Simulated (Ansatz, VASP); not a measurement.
One calculation of W, two programs

The input POSCAR:

```
W
1.0
   -1.5573675000      1.5573675000      1.6771650000
    1.5573675000     -1.5573675000      1.6771650000
    1.5573675000      1.5573675000     -1.6771650000
W
1
Direct
    0.0000000000      0.0000000000      0.0000000000
```

INCAR.step1

```
ALGO = Normal ; EDIFF = 1E-4
ENCUT = 520 ; GGA = PE
ISMEAR = 0 ; LASPH = T
LCHARG = F ; LREAL = F
LWAVE = T ; NBANDS = 13
NELM = 100 ; PREC = Accurate
SIGMA = 0.15
```

The input INCAR.step2:

```
ALGO = Normal ; EDIFF = 1E-7
ENCUT = 520 ; ISIF = 2
ISMEAR = 0 ; ISTART = 1
LASPH = T ; LCHARG = T
LELF = T ; LMIXTAU = T
LREAL = F ; LVHAR = T
LWAVE = F ; METAGGA = R2SCAN
NBANDS = 13 ; NELM = 100
PREC = Accurate ; SIGMA = 0.15
```

KPOINTS

```
k-points
0
Gamma
  20 20 20
```

Input for Ansatz:

```yaml
crystal:
  lattice:
    - [-1.5573675, 1.5573675, 1.677165]
    - [1.5573675, -1.5573675, 1.677165]
    - [1.5573675, 1.5573675, -1.677165]
  atoms:
    - { symbol: W, position: [0.0, 0.0, 0.0] }
basis:
  ecutwfc: 500
kpoints:
  mp_grid: { grid: [20, 20, 20] }
hamiltonian:
  xc: r2scan
scf:
  occupations: { method: gaussian, width: 0.15 }
output:
  forces: true
  stress: true
  eigenvalues: true
  write_density: true
  write_potential: true
  elf: true
  volumetric_format: npy
```

Change from the starting cell: strain -0.025 along x and y, +0.050 along z, atoms carried along.

Alike in both runs: task single point; functional r2SCAN; k mesh 20 × 20 × 20; occupations gaussian, width 0.15 eV; no spin polarisation.

```csv
,VASP,Ansatz
version,VASP 6.6.1,Ansatz 0.2.0
potentials or method,"VASP PAW PBE potentials, release 64 (W_sv), cutoff 520 eV","scalar-relativistic, plane waves, PAW"
valence electrons in the cell,14,14
```

Ansatz gave:

```
gap on the k mesh at the Fermi level (eV)                     : none
pressure (GPa)                                                : -6.0
traceless stress, the component that is largest in VASP (GPa) : -14.96
```

Problem. Estimate VASP's values.

Solution. gap on the k mesh at the Fermi level (eV): none; pressure (GPa): -4.9; traceless stress, the component that is largest in VASP (GPa): -14.90.

VASP's potentials were made for PBE, not for r2SCAN. A gap of «none» marks a metal or a gap that the smearing closes.

Neither program's run includes spin-orbit coupling.
